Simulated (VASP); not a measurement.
# Pb (Fd-3m) in VASP: a series of runs

Pb is run at these levels: BLYP; tasks: single point.

Program: VASP 6.6.1. These are calculated values, not measurements. Logs are shortened: lines on timing, memory, paths and dates and some standing lists are left out, and cuts for length are marked.

### 1 The cell of the first run

Symmetry: Fd-3m, No. 227, cubic system. Conventional cell: a = 6.936 Å, b = 6.936 Å, c = 6.936 Å, α = 90.00°, β = 90.00°, γ = 90.00°. Within 4.0 Å of Pb (site symmetry -43m) lie 4 Pb at 3.00 Å.

This isn't the form of Pb at room conditions, which is fcc.

### 2 Single point, BLYP (41.71 Å³/atom)

Input file INCAR:

```
SYSTEM = Pb
PREC = Accurate ; ENCUT = 520
EDIFF = 1E-6 ; ISMEAR = -1
SIGMA = 0.1 ; LREAL = .FALSE.
LASPH = .TRUE. ; NELM = 80
ALGO = Normal ; ISIF = 2
LWAVE = .FALSE. ; LCHARG = .TRUE.
GGA = B5 ; ALDAX = 1.0
AGGAX = 1.0 ; AGGAC = 1.0
ALDAC = 0.0 ; LELF = .TRUE.
LVHAR = .TRUE. ; NBANDS = 21
```

Input file KPOINTS:

```
Automatic mesh
0
G
  9 9 9
  0 0 0
```

Input file POSCAR:

```
Pb
1.0
    0.0000000000      3.4681188048      3.4681188048
    3.4681188048      0.0000000000      3.4681188048
    3.4681188048      3.4681188048      0.0000000000
Pb
2
Direct
    0.1250000000      0.1250000000      0.1250000000
    0.8750000000      0.8750000000      0.8750000000
```

Potentials or basis: VASP PAW PBE potentials, release 64 (Pb_d).

Run with:

```console
> cat potpaw_PBE.64/Pb_d/POTCAR > POTCAR
> mpirun -np 1 vasp_std > vasp.out
```

OUTCAR:

```text
SYSTEM = Pb
   PREC = Accurate
   ENCUT = 520
   EDIFF = 1E-6
   ISMEAR = -1
   LREAL = .FALSE.
   LASPH = .TRUE.
   NELM = 80
   ISIF = 2
   GGA = B5

 ion  position               nearest neighbor table
   1  0.125  0.125  0.125-   2 3.00   2 3.00   2 3.00   2 3.00
   2  0.875  0.875  0.875-   1 3.00   1 3.00   1 3.00   1 3.00

  LATTYP: Found a face centered cubic cell.
 ALAT       =     6.9362376096

  Lattice vectors:

 A1 = (   0.0000000000,   3.4681188048,   3.4681188048)
 A2 = (   3.4681188048,   0.0000000000,   3.4681188048)
 A3 = (   3.4681188048,   3.4681188048,   0.0000000000)

Analysis of symmetry for initial positions (statically):
=====================================================================
 Subroutine PRICEL returns:
 Original cell was already a primitive cell.

 Routine SETGRP: Setting up the symmetry group for a
 face centered cubic supercell.

 Subroutine GETGRP returns: Found 48 space group operations
 (whereof 12 operations were pure point group operations)
 out of a pool of 48 trial point group operations.

The static configuration has the point symmetry D_3d.
 The point group associated with its full space group is O_h .

Analysis of symmetry for dynamics (positions and initial velocities):
=====================================================================
 Subroutine PRICEL returns:
 Original cell was already a primitive cell.

 Routine SETGRP: Setting up the symmetry group for a
 face centered cubic supercell.

 Subroutine GETGRP returns: Found 48 space group operations
 (whereof 12 operations were pure point group operations)
 out of a pool of 48 trial point group operations.

The dynamic configuration has the point symmetry D_3d.
 The point group associated with its full space group is O_h .

 Subroutine INISYM returns: Found 48 space group operations
 (whereof 12 operations are pure point group operations),
 and found     1 'primitive' translations

----------------------------------------------------------------------------------------

                                     Primitive cell

  volume of cell :      83.4280

  direct lattice vectors                    reciprocal lattice vectors
     0.000000000  3.468118805  3.468118805    -0.144170378  0.144170378  0.144170378
     3.468118805  0.000000000  3.468118805     0.144170378 -0.144170378  0.144170378
[... 80 lines left out ...]
   LNONCOLLINEAR =      F non collinear calculations
   LSORBIT =      F    spin-orbit coupling
   LASPH  =      T    aspherical Exc in radial PAW
   ENCUT  =  520.0 eV  38.22 Ry    6.18 a.u.   9.12  9.12  9.12*2*pi/ulx,y,z
   NELM   =     80;   NELMIN=  2; NELMDL= -5     # of ELM steps
   EDIFF  = 0.1E-05   stopping-criterion for ELM
   LREAL  =      F    real-space projection
   EDIFFG = 0.1E-04   stopping-criterion for IOM
   NSW    =      0    number of steps for IOM
   IBRION =     -1    ionic relax: 0-MD 1-quasi-New 2-CG
   NFREE  =      0    steps in history (QN), initial steepest desc. (CG)
   ISIF   =      2    stress and relaxation
   ISYM   =      2    0-nonsym 1-usesym 2-fastsym
   POTIM  = 0.5000    time-step for ionic-motion
   TEBEG  =    0.0;   TEEND  =   0.0 temperature during run
   PSTRESS=    0.0 pullay stress
   NELECT =      28.0000    total number of electrons
   NUPDOWN=      -1.0000    fix difference up-down
   EMIN   =  10.00;   EMAX   =-10.00  energy-range for DOS
   EFERMI =   0.00;   METHOD = LEGACY
   ISMEAR =    -1;   SIGMA  =   0.10  broadening in eV -4-tet -1-fermi 0-gaus
   EFERMI_NEDOS =   21; number of points for ismear=-14 and -15
   IALGO  =     38    algorithm
   IMIX   =      4    mixing-type and parameters
     AMIX     =   0.40;   BMIX     =  1.00
     AMIX_MAG =   1.60;   BMIX_MAG =  1.00
  volume/ion in A,a.u.               =      41.71       281.50
  Fermi-wavevector in a.u.,A,eV,Ry     =   1.137689  2.149920 17.610513  1.294336
  Thomas-Fermi vector in A             =   2.274394
   LORBIT       =      0    0 simple, 1 ext, 2 COOP (PROOUT), +10 PAW based schemes
   GGA     = B5    functional components
   LHFCALC =     F    Hartree Fock is set to
   AEXX    =    0.0000 exact exchange contribution
   IVDW    =     0    specifies the selected vdW correction
   LEPSILON=     F    determine dielectric tensor
   LRPA    =     F    only Hartree local field effects (RPA)
 non-spin polarized calculation
  energy-cutoff  :      520.00
  volume of cell :       83.43
 maximum number of plane-waves:      2259
   NGX = 19   NGY = 19   NGZ = 19

 number of electron      27.9999989 magnetization

 Free energy of the ion-electron system (eV)
  ---------------------------------------------------
  ext. energy  EPLUGINS =         0.00000000
  ---------------------------------------------------
  free energy    TOTEN  =        -5.51489687 eV

  energy without entropy =       -5.49707433  energy(sigma->0) =       -5.50598560

 E-fermi :   4.5520     XC(G=0):  -7.7890

 val. band max:        4.4125292434   @ k =   0.1111   0.1111   0.0000
 cond. band min:       4.6813163707   @ k =  -0.1111   0.1111   0.0000
 fundamental gap:      0.2687871273
 Fermi energy:         4.5520235257

 k-point     1 :       0.0000    0.0000    0.0000
  band No.  band energies     occupation
      1     -12.5670      2.00000
      2     -12.5670      2.00000
      3     -12.5670      2.00000
      4     -12.4914      2.00000
      5     -12.4914      2.00000
      6     -12.0864      2.00000
[... 565 lines left out ...]
     20      13.4194      0.00000
     21      14.7131      0.00000

 [... further k-points ...]

------------------------ aborting loop because EDIFF is reached ----------------------------------------

  FORCE on cell =-STRESS in cart. coord.  units (eV):
  Direction    XX          YY          ZZ          XY          YZ          ZX
  --------------------------------------------------------------------------------------
  -------------------------------------------------------------------------------------
  Total        1.8991516      1.8991516      1.8991516     -0.0000000      0.0000000      0.0000000
  in kB       36.4718949     36.4718949     36.4718949     -0.0000000      0.0000000      0.0000000
  external PRESSURE =      36.4718949 kB  Pullay stress =       0.0000000 kB

 VOLUME and BASIS-vectors are now :
 -----------------------------------------------------------------------------
  energy-cutoff  :      520.00
  volume of cell :       83.43
      direct lattice vectors                 reciprocal lattice vectors
     0.000000000  3.468118805  3.468118805    -0.144170378  0.144170378  0.144170378
     3.468118805  0.000000000  3.468118805     0.144170378 -0.144170378  0.144170378
     3.468118805  3.468118805  0.000000000     0.144170378  0.144170378 -0.144170378

 POSITION                                       TOTAL-FORCE (eV/Angst)
 -----------------------------------------------------------------------------------
      0.86703      0.86703      0.86703        -0.000000     -0.000000      0.000000
      6.06921      6.06921      6.06921         0.000000      0.000000     -0.000000
 -----------------------------------------------------------------------------------
    total drift:                                0.000000      0.000000      0.000000

  FREE ENERGIE OF THE ION-ELECTRON SYSTEM (eV)
  ---------------------------------------------------
  free  energy   TOTEN  =        -5.5148968721 eV

  energy  without entropy=       -5.4970743308  energy(sigma->0) =       -5.50598560
```

It took 56 s on 1 thread of Intel Xeon 6455B, shared host; peak memory 0.22 GiB.

Results:

- Free energy: -5.5149 eV
- Pressure: 3.6 GPa
- Band gap on the k mesh: zero (bands 14 and 15 overlap by 1.09 eV)

Levels at points of the mesh, in eV from the Fermi level:
```tsv
k point	band 11	band 12	band 13	band 14	band 15	band 16	band 17	band 18
(0.00, 0.00, 0.00)	-11.03	-4.16	0.39	0.39	0.39	2.36	2.36	2.36
```

Caveat: the cell stands under pressure; the PAW data sets were made with another functional, which shifts forces and pressure a little; spin-orbit coupling is left out, which moves the levels of the heavy elements.

### 3 Single point, BLYP (43.61 Å³/atom)

This run uses another cell than the first one, of 43.61 Å³/atom.

Input file INCAR:

```
SYSTEM = Pb
PREC = Accurate
ENCUT = 520
EDIFF = 1E-7
ISMEAR = -1
SIGMA = 0.1
LREAL = .FALSE.
LASPH = .TRUE.
NELM = 60
ALGO = Normal
ISIF = 2
LWAVE = .FALSE.
LCHARG = .FALSE.
GGA = B5
ALDAX = 1.0
AGGAX = 1.0
AGGAC = 1.0
ALDAC = 0.0
NBANDS = 21
```

KPOINTS is that of step 2.

Input file POSCAR:

```
Pb
1.0
    0.0000000000      3.5198894046      3.5198894046
    3.5198894046      0.0000000000      3.5198894046
    3.5198894046      3.5198894046      0.0000000000
Pb
2
Direct
    0.1250000000      0.1250000000      0.1250000000
    0.8750000000      0.8750000000      0.8750000000
```

Potentials or basis: VASP PAW PBE potentials, release 64 (Pb_d).

Run with:

```console
> cat potpaw_PBE.64/Pb_d/POTCAR > POTCAR
> mpirun -np 1 vasp_std > vasp.out
```

It took 84 s on 1 thread of Intel Xeon 6455B, shared host; peak memory 0.25 GiB.

Results (log left out):

```
Free energy            : -5.5844 eV
Pressure               : 2.2 GPa
Band gap on the k mesh : zero (bands 14 and 15 overlap by 1.03 eV)
```

Levels at points of the mesh, in eV from the Fermi level:
```
           k point  band 10  band 11  band 12  band 13  band 14  band 15  band 16  band 17  band 18  band 19
(0.00, 0.00, 0.00)   -16.58   -10.78    -4.38     0.38     0.38     0.38     2.33     2.33     2.33     4.37
```

Caveat: the PAW data sets were made with another functional, which shifts forces and pressure a little; spin-orbit coupling is left out, which moves the levels of the heavy elements.

(Continued in part 2 of 2.)
